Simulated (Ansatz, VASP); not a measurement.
**MnO: VASP beside Ansatz**

INCAR

```
PREC = Accurate
ENCUT = 700
EDIFF = 1E-6
ISMEAR = 0
SIGMA = 0.05
LREAL = F
LASPH = T
NELM = 200
ALGO = Normal
ISIF = 2
LWAVE = F
LCHARG = F
ISPIN = 2
MAGMOM = 4.66 0.24
LORBIT = 11
LMAXMIX = 4
LDAU = T
LDAUTYPE = 1
LDAUL = 2 -1
LDAUU = 4 0
LDAUJ = 0.7 0
LDAUPRINT = 1
NBANDS = 22
GGA_COMPAT = F
```

KPOINTS

```
Automatic mesh
0
Gamma
  7 7 7
```

POSCAR

```
MnO
1.0
    0.0000000000      2.2220003300      2.2220003300
    2.2220003300      0.0000000000      2.2220003300
    2.2220003300      2.2220003300      0.0000000000
Mn O
1 1
Direct
    0.0000000000      0.0000000000      0.0000000000
    0.5000000000      0.5000000000      0.5000000000
```

Input for Ansatz:

```yaml
crystal:
  lattice:
    - [0.0, 2.22200033, 2.22200033]
    - [2.22200033, 0.0, 2.22200033]
    - [2.22200033, 2.22200033, 0.0]
  atoms:
    - { symbol: Mn, position: [0.0, 0.0, 0.0], spin: 5.0 }
    - { symbol: O, position: [0.5, 0.5, 0.5] }
basis:
  ecutwfc: 420
  ecutrho_ratio: 4
kpoints:
  mp_grid: { grid: [7, 7, 7] }
hamiltonian:
  xc: lda
  hubbard:
    sites:
      - { site: 0, l: d, u: 4.0, j: 0.7, starting_ns: [{ spin: up, occupation_matrix: s0up }, { spin: down, occupation_matrix: s0down }] }
    occupation_matrices:
      s0up:
        matrix:
          - [0.97, 0.0, 0.0, 0.0, 0.0]
          - [0.0, 0.97, 0.0, 0.0, 0.0]
          - [0.0, 0.0, 0.97, 0.0, 0.0]
          - [0.0, 0.0, 0.0, 0.97, 0.0]
          - [0.0, 0.0, 0.0, 0.0, 0.97]
      s0down:
        matrix:
          - [0.02, 0.0, 0.0, 0.0, 0.0]
          - [0.0, 0.02, 0.0, 0.0, 0.0]
          - [0.0, 0.0, 0.02, 0.0, 0.0]
          - [0.0, 0.0, 0.0, 0.02, 0.0]
          - [0.0, 0.0, 0.0, 0.0, 0.02]
    ns_hold: until_converged
scf:
  occupations: { method: gaussian, width: 0.05 }
  lower_state_search: "off"
  max_iter: 150
output:
  forces: true
  stress: true
  eigenvalues: true
  populations: true
  hubbard: { sites: [{ site: 0, l: d }] }
magnetization:
  spin_polarized: true
```

Alike in both runs: task single point; functional LDA; k mesh 7 × 7 × 7; occupations gaussian, width 0.05 eV; collinear spin; Hubbard terms Mn d U = 4.0 eV, J = 0.7 eV.

|  | VASP | Ansatz |
| --- | --- | --- |
| version | VASP 6.6.1 | Ansatz 0.2.0 |
| potentials or method | VASP PAW LDA potentials, release 64 (Mn_sv, O), cutoff 700 eV | scalar-relativistic, plane waves, PAW |
| valence electrons in the cell | 21 | 21 |

Ansatz gave:

```
gap on the k mesh at the Fermi level (eV)                     : 0.10
least direct gap on the mesh (eV)                             : 2.60
pressure (GPa)                                                : -3.9
net moment per atom (μB)                                      : 2.50
size of the moment on the site where the two differ most (μB) : 4.24
```

Q: What did VASP give for the same quantities?

A: gap on the k mesh at the Fermi level (eV): 0.10; least direct gap on the mesh (eV): 2.61; pressure (GPa): -6.5; net moment per atom (μB): 2.50; size of the moment on the site where the two differ most (μB): 4.43.

LDA's correlation is that of Perdew and Zunger in VASP and of Perdew and Wang (1992) in Ansatz. Site moments also hang on the region over which each program counts them. The programs project onto different local orbitals, so the same U acts differently, and such runs can settle in different states.
